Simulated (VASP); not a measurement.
# SiGe4 (P6/mmm) in VASP: further runs

The runs below take SiGe4 through single point, with PBE.

Program: VASP 6.6.1. These are calculated values, not measurements. Logs are shortened: lines on timing, memory, paths and dates and some standing lists are left out, and cuts for length are marked.

## 1. The cell of the first run

It takes space group P6/mmm (No. 191, hexagonal). The conventional cell has a = 2.832 Å, b = 2.832 Å, c = 13.296 Å, α = 90.00°, β = 90.00°, γ = 120.00°. Within 3.5 Å of Si (site symmetry 6/mmm) lie 2 Ge at 2.66 Å and 6 Si at 2.83 Å. Within 3.5 Å of Ge (site symmetry 6mm) lie 1 Si at 2.66 Å and 7 Ge at 2.66 to 2.83 Å. Within 3.5 Å of Ge (site symmetry 6mm) lie 8 Ge at 2.66 to 2.83 Å.

## 2. Single point, PBE

INCAR

```
PREC = Accurate ; ENCUT = 520
EDIFF = 1E-7 ; ISMEAR = 0
SIGMA = 0.1 ; LREAL = False
LASPH = True ; NELM = 80
ALGO = Normal ; ISIF = 2
LWAVE = False ; LCHARG = False
GGA = PE ; NBANDS = 38
```

KPOINTS

```
Automatic mesh
0
Gamma
  6 6 2
```

POSCAR

```
SiGe4
1.0
    2.8317534200      0.0000000000      0.0000000000
   -1.4158767100      2.4523704000      0.0000000000
    0.0000000000      0.0000000000     13.2959053700
Si Ge
1 4
Direct
    0.0000000000      0.0000000000      0.5000000000
    0.0000000000      0.0000000000      0.7000000000
    0.0000000000      0.0000000000      0.9000000000
    0.0000000000      0.0000000000      0.1000000000
    0.0000000000      0.0000000000      0.3000000000
```

Potentials or basis: VASP PAW PBE potentials, release 64 (Si, Ge_d).

Run with:

```console
cat potpaw_PBE.64/Si/POTCAR potpaw_PBE.64/Ge_d/POTCAR > POTCAR
mpirun -np 1 vasp_std > vasp.out
```

OUTCAR:

```text
PREC = Accurate
   ENCUT = 520
   EDIFF = 1E-7
   ISMEAR = 0
   LREAL = False
   LASPH = True
   NELM = 80
   ISIF = 2
   GGA = PE

 ion  position               nearest neighbor table
   1  0.000  0.000  0.500-   2 2.66   5 2.66
   2  0.000  0.000  0.700-   3 2.66   1 2.66
   3  0.000  0.000  0.900-   2 2.66   4 2.66
   4  0.000  0.000  0.100-   5 2.66   3 2.66
   5  0.000  0.000  0.300-   4 2.66   1 2.66

  LATTYP: Found a hexagonal cell.
 ALAT       =     2.8317534200
 C/A-ratio  =     4.6952906549

  Lattice vectors:

 A1 = (   2.8317534200,   0.0000000000,   0.0000000000)
 A2 = (  -1.4158767100,   2.4523704000,   0.0000000000)
 A3 = (   0.0000000000,   0.0000000000,  13.2959053700)

Analysis of symmetry for initial positions (statically):
=====================================================================
 Subroutine PRICEL returns:
 Original cell was already a primitive cell.

 Routine SETGRP: Setting up the symmetry group for a
 hexagonal supercell.

 Subroutine GETGRP returns: Found 24 space group operations
 (whereof 24 operations were pure point group operations)
 out of a pool of 24 trial point group operations.

The static configuration has the point symmetry D_6h.

Analysis of symmetry for dynamics (positions and initial velocities):
=====================================================================
 Subroutine PRICEL returns:
 Original cell was already a primitive cell.

 Routine SETGRP: Setting up the symmetry group for a
 hexagonal supercell.

 Subroutine GETGRP returns: Found 24 space group operations
 (whereof 24 operations were pure point group operations)
 out of a pool of 24 trial point group operations.

The dynamic configuration has the point symmetry D_6h.

 Subroutine INISYM returns: Found 24 space group operations
 (whereof 24 operations are pure point group operations),
 and found     1 'primitive' translations

----------------------------------------------------------------------------------------

                                     Primitive cell

  volume of cell :      92.3335

  direct lattice vectors                    reciprocal lattice vectors
     2.831753420  0.000000000  0.000000000     0.353138092  0.203884372  0.000000000
[... 78 lines left out ...]
   LASPH  =      T    aspherical Exc in radial PAW
   ENCUT  =  520.0 eV  38.22 Ry    6.18 a.u.   5.27  5.27 24.72*2*pi/ulx,y,z
   NELM   =     80;   NELMIN=  2; NELMDL= -5     # of ELM steps
   EDIFF  = 0.1E-06   stopping-criterion for ELM
   LREAL  =      F    real-space projection
   EDIFFG = 0.1E-05   stopping-criterion for IOM
   NSW    =      0    number of steps for IOM
   IBRION =     -1    ionic relax: 0-MD 1-quasi-New 2-CG
   NFREE  =      0    steps in history (QN), initial steepest desc. (CG)
   ISIF   =      2    stress and relaxation
   ISYM   =      2    0-nonsym 1-usesym 2-fastsym
   POTIM  = 0.5000    time-step for ionic-motion
   TEBEG  =    0.0;   TEEND  =   0.0 temperature during run
   PSTRESS=    0.0 pullay stress
   NELECT =      60.0000    total number of electrons
   NUPDOWN=      -1.0000    fix difference up-down
   EMIN   =  10.00;   EMAX   =-10.00  energy-range for DOS
   EFERMI =   0.00;   METHOD = LEGACY
   ISMEAR =     0;   SIGMA  =   0.10  broadening in eV -4-tet -1-fermi 0-gaus
   EFERMI_NEDOS =   21; number of points for ismear=-14 and -15
   IALGO  =     38    algorithm
   IMIX   =      4    mixing-type and parameters
     AMIX     =   0.40;   BMIX     =  1.00
     AMIX_MAG =   1.60;   BMIX_MAG =  1.00
  volume/ion in A,a.u.               =      18.47       124.62
  Fermi-wavevector in a.u.,A,eV,Ry     =   1.417987  2.679606 27.357042  2.010686
  Thomas-Fermi vector in A             =   2.539159
   LORBIT       =      0    0 simple, 1 ext, 2 COOP (PROOUT), +10 PAW based schemes
   GGA     = PE    functional components
   LHFCALC =     F    Hartree Fock is set to
   AEXX    =    0.0000 exact exchange contribution
   IVDW    =     0    specifies the selected vdW correction
   LEPSILON=     F    determine dielectric tensor
   LRPA    =     F    only Hartree local field effects (RPA)
 non-spin polarized calculation
 Gauss-broadening in eV      SIGMA  =   0.10
  energy-cutoff  :      520.00
  volume of cell :       92.33
 maximum number of plane-waves:      2516
 NGX is ok and might be reduce to    24
   NGX = 11   NGY = 11   NGZ = 49

 number of electron      59.9999996 magnetization

 Free energy of the ion-electron system (eV)
  ---------------------------------------------------
  ext. energy  EPLUGINS =         0.00000000
  ---------------------------------------------------
  free energy    TOTEN  =       -22.06260143 eV

  energy without entropy =      -22.05652174  energy(sigma->0) =      -22.05956158

 E-fermi :   6.8392     XC(G=0): -11.0974

 val. band max:        6.7696969260   @ k =   0.3333   0.1667   0.0000
 cond. band min:       7.3916355612   @ k =   0.3333   0.1667   0.0000
 fundamental gap:      0.6219386352
 Fermi energy:         6.8391616221

 k-point     1 :       0.0000    0.0000    0.0000
  band No.  band energies     occupation
      1     -17.8602      2.00000
      2     -17.7958      2.00000
      3     -17.7958      2.00000
      4     -17.7902      2.00000
      5     -17.7902      2.00000
      6     -17.7817      2.00000
[... 563 lines left out ...]
     37      10.2325      0.00000
     38      10.4190      0.00000

------------------------ aborting loop because EDIFF is reached ----------------------------------------

  FORCE on cell =-STRESS in cart. coord.  units (eV):
  Direction    XX          YY          ZZ          XY          YZ          ZX
  --------------------------------------------------------------------------------------
  -------------------------------------------------------------------------------------
  Total       -1.8733956     -1.8733956      6.1947949      0.0000000     -0.0000000      0.0000000
  in kB      -32.5072819    -32.5072819    107.4924844      0.0000000     -0.0000000      0.0000000
  external PRESSURE =      14.1593069 kB  Pullay stress =       0.0000000 kB

 VOLUME and BASIS-vectors are now :
 -----------------------------------------------------------------------------
  energy-cutoff  :      520.00
  volume of cell :       92.33
      direct lattice vectors                 reciprocal lattice vectors
     2.831753420  0.000000000  0.000000000     0.353138092  0.203884372  0.000000000
    -1.415876710  2.452370400  0.000000000     0.000000000  0.407768745  0.000000000
     0.000000000  0.000000000 13.295905370     0.000000000  0.000000000  0.075211125

 POSITION                                       TOTAL-FORCE (eV/Angst)
 -----------------------------------------------------------------------------------
      0.00000      0.00000      6.64795         0.000000      0.000000     -0.000000
      0.00000      0.00000      9.30713         0.000000     -0.000000     -0.455342
      0.00000      0.00000     11.96631         0.000000      0.000000     -0.008349
      0.00000      0.00000      1.32959         0.000000     -0.000000      0.008349
      0.00000      0.00000      3.98877        -0.000000      0.000000      0.455342
 -----------------------------------------------------------------------------------
    total drift:                                0.000000     -0.000000      0.000000

  FREE ENERGIE OF THE ION-ELECTRON SYSTEM (eV)
  ---------------------------------------------------
  free  energy   TOTEN  =       -22.0626014272 eV

  energy  without entropy=      -22.0565217411  energy(sigma->0) =      -22.05956158
```

It took 25 s on 1 thread of Intel Xeon 6975P-C (Granite Rapids), shared host; peak memory 0.23 GiB.

What came out:

| Quantity | Value |
| --- | --- |
| Free energy | -22.0626 eV |
| Pressure | 1.4 GPa |
| Largest force | 0.455 eV/Å |
| Band gap on the k mesh | zero (bands 30 and 31 overlap by 9.51 eV) |

Forces on the atoms (eV/Å):
```
Si   0.000  0.000  0.000
Ge   0.000  0.000 -0.455
Ge   0.000  0.000 -0.008
Ge   0.000  0.000  0.008
Ge   0.000  0.000  0.455
```

Levels at points of the mesh, in eV from the Fermi level:
| k point | band 28 | band 29 | band 30 | band 31 | band 32 | band 33 |
| --- | --- | --- | --- | --- | --- | --- |
| (0.00, 0.00, 0.00) | 0.84 | 0.93 | 6.80 | 8.47 | 8.47 | 9.16 |
| (0.50, 0.00, 0.00) | -4.48 | -3.02 | -2.93 | -0.24 | -0.19 | 3.87 |
| (0.00, 0.00, 0.50) | -2.12 | 4.15 | 4.30 | 8.57 | 8.57 | 8.81 |
| (0.50, 0.00, 0.50) | -3.94 | -3.46 | -2.45 | -1.82 | 2.34 | 2.37 |

Caveat: the k points lie up to 0.43 Å⁻¹ apart, too coarse for converged energies and pressures of a metal.

## 3. Single point, PBE

This run uses another cell than the first one, of 18.76 Å³/atom.

INCAR

```
ALGO = Normal
EDIFF = 1E-6
ENCUT = 520
GGA = PE
ISIF = 2
ISMEAR = 0
LASPH = True
LCHARG = False
LREAL = False
LWAVE = False
NBANDS = 38
NELM = 100
PREC = Accurate
SIGMA = 0.1
```

KPOINTS

```
k-points
0
Gamma
  6 6 2
```

POSCAR

```
SiGe4
1.0
    2.8059938433      0.0000000000      0.0000000000
   -1.4029969217      2.4300619512      0.0000000000
    0.0000000000      0.0000000000     13.7571806314
Si Ge
1 4
Direct
    0.0000000000      0.0000000000      0.5000000000
    0.0000000000      0.0000000000      0.6953918146
    0.0000000000      0.0000000000      0.8985882056
    0.0000000000      0.0000000000      0.1014117944
    0.0000000000      0.0000000000      0.3046081854
```

Potentials or basis: VASP PAW PBE potentials, release 64 (Si, Ge_d).

Run with:

```console
cat potpaw_PBE.64/Si/POTCAR potpaw_PBE.64/Ge_d/POTCAR > POTCAR
mpirun -np 1 vasp_std > vasp.out
```

Run time: 23 s. Hardware: 1 thread of Intel Xeon 6975P-C (Granite Rapids), shared host; peak memory 0.24 GiB.

The run converged. Its results:

```
Free energy            : -22.2081 eV
Pressure               : -0.1 GPa
Largest force          : 0.008 eV/Å
Band gap on the k mesh : zero (bands 30 and 31 overlap by 8.24 eV)
```

Forces on the atoms (eV/Å):
```
Si   0.000  0.000  0.000
Ge   0.000  0.000 -0.007
Ge   0.000  0.000 -0.008
Ge   0.000  0.000  0.008
Ge   0.000  0.000  0.007
```

Stress tensor (GPa, compression positive):
```
-0.14  0.00  0.00
 0.00 -0.14  0.00
 0.00  0.00  0.08
```

Levels at points of the mesh, in eV from the Fermi level:
```csv
k point,band 27,band 28,band 29,band 30,band 31,band 32,band 33,band 34
"(0.00, 0.00, 0.00)",-4.72,0.19,0.34,5.64,8.79,8.91,8.91,9.70
"(0.50, 0.00, 0.00)",-4.83,-4.37,-3.29,-3.10,-0.32,-0.06,3.73,4.31
"(0.00, 0.00, 0.50)",-2.54,-2.49,3.13,3.57,8.94,8.94,9.47,9.47
"(0.50, 0.00, 0.50)",-4.11,-4.00,-3.70,-2.76,-1.50,2.07,2.21,3.18
```

Caveat: the k points lie up to 0.43 Å⁻¹ apart, too coarse for converged energies and pressures of a metal.
